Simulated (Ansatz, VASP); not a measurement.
Mg: VASP beside Ansatz

```xyz
1
Lattice="-1.7896 1.7896 1.7896 1.7896 -1.7896 1.7896 1.7896 1.7896 -1.7896" Properties=species:S:1:pos:R:3 pbc="T T T"
Mg    0.0000    0.0000    0.0000
```

Alike in both runs: functional PBE; k mesh 12 × 12 × 12; occupations fermi-dirac, width 0.1 eV; no spin polarisation.

Ansatz relaxed the structure, and its values are those at the end. VASP's run is a single point on that final structure, the one shown.

|  | VASP | Ansatz |
| --- | --- | --- |
| version | VASP 6.6.1 | Ansatz 0.2.0 |
| potentials or method | VASP PAW PBE potentials, release 64 (Mg), cutoff 520 eV | plane waves (420 eV) with PAW, scalar-relativistic |
| valence electrons in the cell | 2 | 10 |

Ansatz gave:

| Quantity | Value |
| --- | --- |
| pressure (GPa) | 0.0 |

Question: What did VASP give for the same quantities?

Answer: Pressure (GPa): -0.1.

The functional is the same, so the differences come from potentials, cutoffs and numerics. VASP's potentials hold 2 valence electrons a cell and Ansatz's 10, so a difference there can come from the potentials and not from the codes.
